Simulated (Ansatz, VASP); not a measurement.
One calculation of YSc2Pt2, two programs

```
Y Sc Pt
1.0
     3.60453    0.00000    0.00000
    -1.80226    3.12161    0.00000
     0.00000    0.00000   11.04679
Y Sc Pt
1 2 2
Cartesian
  0.0000 0.0000 0.0000
  0.0000 2.0811 3.0639
  1.8023 1.0405 7.9829
  0.0000 2.0811 6.4435
  1.8023 1.0405 4.6033
```

Alike in both runs: functional PBE; k mesh 6 × 6 × 2; occupations gaussian, width 0.1 eV; no spin polarisation.

Ansatz relaxed the structure, and its values are those at the end. VASP's run is a single point on that final structure, the one shown.

|  | VASP | Ansatz |
| --- | --- | --- |
| version | VASP 6.6.1 | Ansatz 0.2.0 |
| potentials or method | VASP PAW PBE potentials, release 64 (Y_sv, Sc_sv, Pt), cutoff 520 eV | scalar-relativistic, plane waves, PAW |
| valence electrons in the cell | 53 | 69 |

|  | VASP | Ansatz | Ansatz less VASP |
| --- | --- | --- | --- |
| gap on the k mesh at the Fermi level (eV) | none | none | - |
| pressure (GPa) | 0.1 | 0.0 | -0.07 |
| rms of the force components (eV/Å) | 0.014 | 0.011 | -0.0035 |

A gap of «none» marks a metal or a gap that the smearing closes. VASP's potentials hold 53 valence electrons a cell and Ansatz's 69, so a difference there can come from the potentials and not from the codes.

Spin-orbit coupling is off throughout.
